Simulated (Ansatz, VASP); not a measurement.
One calculation of PbS, two programs

INCAR

```
  PREC = Accurate
  ENCUT = 520
  EDIFF = 1E-7
  ISMEAR = 0
  SIGMA = 0.15
  LREAL = False
  LASPH = True
  NELM = 60
  ALGO = Normal
  ISIF = 2
  LWAVE = False
  LCHARG = False
  GGA = PS
  NBANDS = 17
```

Contents of KPOINTS:

```
Automatic mesh
0
Gamma
  14 14 14
```

Contents of POSCAR:

```
PbS
1.0
    3.6536590000      0.0000000000      0.0000000000
    0.0000000000      3.6536590000      0.0000000000
    0.0000000000      0.0000000000      3.9276834250
Pb S
1 1
Direct
    0.0000000000      0.0000000000      0.0000000000
    0.5000000000      0.5000000000      0.5000000000
```

Input for Ansatz:

```yaml
crystal:
  lattice:
    - [3.653659, 0.0, 0.0]
    - [0.0, 3.653659, 0.0]
    - [0.0, 0.0, 3.927683425]
  atoms:
    - { symbol: Pb, position: [0.0, 0.0, 0.0] }
    - { symbol: S, position: [0.5, 0.5, 0.5] }
basis:
  ecutwfc: 420
kpoints:
  mp_grid: { grid: [14, 14, 14] }
hamiltonian:
  xc: pbesol
scf:
  occupations: { method: gaussian, width: 0.15 }
output:
  forces: true
  stress: true
  eigenvalues: true
```

Change from the starting cell: strain +0.0750 x Voigt [0, 0, 1, 0, 0, 0], atoms carried along.

Alike in both runs: task single point; functional PBEsol; k mesh 14 × 14 × 14; occupations gaussian, width 0.15 eV; no spin polarisation.

|  | VASP | Ansatz |
| --- | --- | --- |
| version | VASP 6.6.1 | Ansatz 0.2.0 |
| potentials or method | VASP PAW PBE potentials, release 64 (Pb_d, S), cutoff 520 eV | scalar-relativistic, plane waves, PAW |
| valence electrons in the cell | 20 | 20 |

Ansatz gave:

| Quantity | Value |
| --- | --- |
| gap on the k mesh at the Fermi level (eV) | none |
| pressure (GPa) | -6.4 |
| traceless stress, the component that is largest in VASP (GPa) | -3.63 |

Q: Estimate VASP's values.

A: gap on the k mesh at the Fermi level (eV): none; pressure (GPa): -6.4; traceless stress, the component that is largest in VASP (GPa): -3.62.

VASP's potentials were made for PBE, not for PBEsol. A gap of «none» marks a metal or a gap that the smearing closes. The functional is the same, so the differences come from potentials, cutoffs and numerics.

Neither program's run includes spin-orbit coupling.
